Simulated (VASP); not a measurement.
Set up this calculation in VASP 6.6.1, as the native input.

```
Task                   : single point
Functional             : PBE
Potentials or basis    : VASP PAW PBE potentials, release 64 (Hf_pv, O)
Cutoff                 : 520 eV
k mesh                 : 8 × 8 × 8
Occupations            : gaussian, width 0.02 eV
Spin                   : non-collinear spin, zero start, spin-orbit coupling
Starting moments       : [[0.0, 0.0, 0.0], [0.0, 0.0, 0.0], [0.0, 0.0, 0.0]] μB
Dipole correction      : no
Further INCAR settings : ALGO = Normal; EDIFF = 1e-07; NBANDS = 35
```

The structure of HfO2 lies in POSCAR:

```
HfO2
1.0
    0.0000000000      2.5488057613      2.5488057613
    2.5488057613      0.0000000000      2.5488057613
    2.5488057613      2.5488057613      0.0000000000
Hf O
1 2
Direct
    0.0000000000      0.0000000000      0.0000000000
    0.2500000000      0.2500000000      0.2500000000
    0.7500000000      0.7500000000      0.7500000000
```

One way to write it, as run:

INCAR

```
SYSTEM = HfO2
PREC = Accurate
ENCUT = 520
EDIFF = 1E-7
ISMEAR = 0
SIGMA = 0.02
LREAL = .False.
LASPH = .True.
NELM = 150
ALGO = Normal
ISIF = 2
LWAVE = .False.
LCHARG = .False.
MAGMOM = 0 0 0 0 0 0 0 0 0
LORBIT = 11
LSORBIT = .True.
GGA_COMPAT = .False.
LORBMOM = .True.
LMAXMIX = 4
GGA = PE
NBANDS = 35
```

KPOINTS

```
Automatic mesh
0
Gamma
  8 8 8
  0 0 0
```

Potentials or basis: VASP PAW PBE potentials, release 64 (Hf_pv, O).

Launch:

```sh
$ cat potpaw_PBE.64/Hf_pv/POTCAR potpaw_PBE.64/O/POTCAR > POTCAR
$ mpirun -np 1 vasp_ncl > vasp.out
```

Results of the run:

| Item | Value |
| --- | --- |
| Pressure | -3.5 GPa |
| Net moment | 0.00 μB per cell |
| Valence electrons inside the program's atomic spheres | Hf 8.23; O 5.10 |

Wall time 46 s on 1 thread of Intel(R) Xeon(R) Platinum 8559C (Emerald Rapids), on a shared host, peak memory 0.27 GiB.
